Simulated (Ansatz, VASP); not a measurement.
# MnAs: VASP beside Ansatz

```
CELL_PARAMETERS angstrom
3.73457 0.00000 0.00000
-1.86729 3.23423 0.00000
0.00000 0.00000 5.72869
ATOMIC_POSITIONS crystal
As 0.66667 0.33333 0.75000
As 0.33333 0.66667 0.25000
Mn 0.00000 0.00000 0.50000
Mn 0.00000 0.00000 0.00000
```

Alike in both runs: task single point; functional PBE; k mesh 8 × 8 × 5; occupations fermi-dirac, width 0.05 eV; collinear spin.

|  | VASP | Ansatz |
| --- | --- | --- |
| version | VASP 6.6.1 | Ansatz 0.2.0 |
| potentials or method | VASP PAW PBE potentials, release 64 (As, Mn_pv) | Ansatz PAW |
| plane-wave cutoff (eV) | 520 | 420 |
| valence electrons in the cell | 36 | 60 |

|  | VASP | Ansatz | Ansatz less VASP |
| --- | --- | --- | --- |
| gap on the k mesh at the Fermi level (eV) | none | none | - |
| pressure (GPa) | -4.5 | -4.6 | -0.11 |
| traceless stress, the component that is largest in VASP (GPa) | -1.70 | -1.70 | +0.003 |
| net moment per atom (μB) | 1.60 | 1.60 | +0.002 |
| size of the moment on the site where the two differ most (μB) | 3.26 | 3.22 | -0.039 |

Site moments also hang on the region over which each program counts them. A gap of «none» marks a metal or a gap that the smearing closes. VASP's potentials hold 36 valence electrons a cell and Ansatz's 60, so a difference there can come from the potentials and not from the codes.
